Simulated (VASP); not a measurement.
Set up this calculation in VASP 6.6.1, as the native input.

| Item | Value |
| --- | --- |
| Task | single point |
| Functional | PBE |
| Dispersion | D3(BJ) |
| Potentials or basis | VASP PAW PBE potentials, release 64 (C, N, H) |
| Cutoff | 520 eV |
| k mesh | 3 × 3 × 1 |
| Occupations | gaussian, width 0.1 eV |
| Spin | no spin polarisation |
| Dipole correction | yes |
| Further INCAR settings | ALGO = Normal; EDIFF = 1e-06; NBANDS = 21 |

The structure of C2NH7 lies in POSCAR:

```
H7C2N
1.0
    7.0632143068      0.0000000000      0.0000000000
   -2.3544047689      6.6592623111      0.0000000000
    0.0000000000      0.0000000000     25.3335903319
C N H
2 1 7
Direct
    0.5963427255      0.3146271692      0.6831979591
    0.9120443695      0.2459072834      0.6841630527
    0.7863182156      0.3407601839      0.6559883748
    0.6165249419      0.3629347669      0.7249782914
    0.5024154483      0.1553446045      0.6820653789
    0.5148734096      0.4007619295      0.6625158126
    0.8640340644      0.4912836144      0.6522051153
    0.9382519589      0.2933338372      0.7259276229
    1.0580036579      0.2821221213      0.6641460302
    0.8399525536      0.0818809265      0.6831678175
```

One way to write it, as run:

INCAR

```
PREC = Accurate
ENCUT = 520
EDIFF = 1E-6
ISMEAR = 0
SIGMA = 0.1
LREAL = F
LASPH = T
NELM = 100
ALGO = Normal
ISIF = 2
LWAVE = F
LCHARG = F
LDIPOL = T
IDIPOL = 3
DIPOL = 0.5 0.5 0.682
GGA = PE
IVDW = 12
NBANDS = 21
```

KPOINTS

```
regular mesh
0
Gamma
  3 3 1
```

Potentials or basis: VASP PAW PBE potentials, release 64 (C, N, H).

Command:

```sh
$ cat potpaw_PBE.64/C/POTCAR potpaw_PBE.64/N/POTCAR potpaw_PBE.64/H/POTCAR > POTCAR
$ mpirun -np 1 vasp_std > vasp.out
```

It gave:

The largest force is 0.299 eV/Å and the gap between the frontier levels is 3.85 eV (least direct gap 3.86 eV). The dispersion energy per atom is -0.016 eV.

It took 3.5 min on 1 thread of Intel(R) Xeon(R) 6975P-C (Granite Rapids), on a shared host, peak memory 0.98 GiB.
